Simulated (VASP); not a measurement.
The system is NaFeO3.

```
CELL_PARAMETERS angstrom
3.83048 0.00000 0.00000
0.00000 3.83048 0.00000
0.00000 0.00000 3.83048
ATOMIC_POSITIONS crystal
Na 0.00000 0.00000 0.00000
Fe 0.50000 0.50000 0.50000
O 0.50000 0.50000 0.00000
O 0.50000 0.00000 0.50000
O 0.00000 0.50000 0.50000
```

Base run:

| Quantity | Value |
| --- | --- |
| Program | VASP 6.6.1 |
| Functional | LDA |
| Potentials or basis | VASP PAW LDA potentials, release 64 (Na_pv, Fe, O) |
| Cutoff | 520 eV |
| k mesh | 7 × 7 × 7 |
| Occupations | fermi-dirac, width 0.1 eV |
| Spin | collinear spin, ferromagnetic start |
| Starting moments | [0.0, 2.4, 0.0, 0.0, 0.0] μB |
| Hubbard terms | Fe d U = 2.0 eV |

Its results: pressure -17.0 GPa; net moment 4.35 μB per cell; site moments Na +0.00; Fe +2.96; O +0.36 μB.

Problem. The run is repeated on the same cell with these changes: hubbard terms from Fe d U = 2.0 eV to Fe d U = 8.0 eV. What comes out?

Solution. Pressure -9.7 GPa; net moment 4.91 μB per cell; site moments Na -0.00; Fe +4.31; O +0.19 μB.

Caveats: a cell with one magnetic atom can't hold antiferromagnetic order, which such compounds often take.
